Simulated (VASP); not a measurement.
A run of VASP 6.6.1 is set up as follows.

Contents of INCAR:

```
PREC     = Accurate       # precision mode
ENCUT    = 600            # plane-wave cutoff, eV
EDIFF    = 1E-7           # SCF threshold, eV
ISMEAR   = 0              # smearing method
SIGMA    = 0.1            # smearing width, eV
LREAL    = False          # projectors in reciprocal space
LASPH    = True           # aspherical terms in the spheres
NELM     = 60             # most SCF steps
ALGO     = Normal         # electronic algorithm
ISIF     = 8              # what is computed and relaxed
LWAVE    = False          # write WAVECAR
LCHARG   = False          # write CHGCAR
IBRION   = 2              # ionic algorithm
NSW      = 80             # ionic steps
EDIFFG   = -0.01          # ionic threshold
```

The input KPOINTS:

```
regular mesh
0
Gamma
  7 7 4
```

POSCAR

```
Al3Ir
1.0
    4.2701300000      0.0000000000      0.0000000000
   -2.1350600000      3.6980400000      0.0000000000
    0.0000000000      0.0000000000      7.7407800000
Al Ir
6 2
Direct
    0.0000000000      0.0000000000      0.2500000000
    0.0000000000      0.0000000000      0.7500000000
    0.3333333333      0.6666666667      0.5798900000
    0.6666666667      0.3333333333      0.0798900000
    0.6666666667      0.3333333333      0.4201100000
    0.3333333333      0.6666666667      0.9201100000
    0.3333333333      0.6666666667      0.2500000000
    0.6666666667      0.3333333333      0.7500000000
```

Potentials or basis: VASP PAW LDA potentials, release 64 (Al, Ir).

Command:

```bash
$ cat potpaw_LDA.64/Al/POTCAR potpaw_LDA.64/Ir/POTCAR > POTCAR
$ mpirun -np 1 vasp_std > vasp.out
```

Question: Estimate the relaxed volume.

Answer: 14.97 Å³/atom.

Question: Estimate the space group after relaxing (to 0.05 Å).

Answer: P6_3/mmc (No. 194).

Question: Estimate the relaxed cell.

Answer: a = 4.241 Å, b = 4.241 Å, c = 7.689 Å, α = 90.00°, β = 90.00°, γ = 120.00°.

Final structure:
```xyz
8
Lattice="4.2414 0.0000 0.0000 -2.1207 3.6732 0.0000 0.0000 0.0000 7.6887" Properties=species:S:1:pos:R:3 pbc="T T T"
Al    0.0000    0.0000    1.9222
Al    0.0000    0.0000    5.7665
Al    0.0000    2.4488    4.4561
Al    2.1207    1.2244    0.6118
Al    2.1207    1.2244    3.2325
Al    0.0000    2.4488    7.0769
Ir    0.0000    2.4488    1.9222
Ir    2.1207    1.2244    5.7665
```
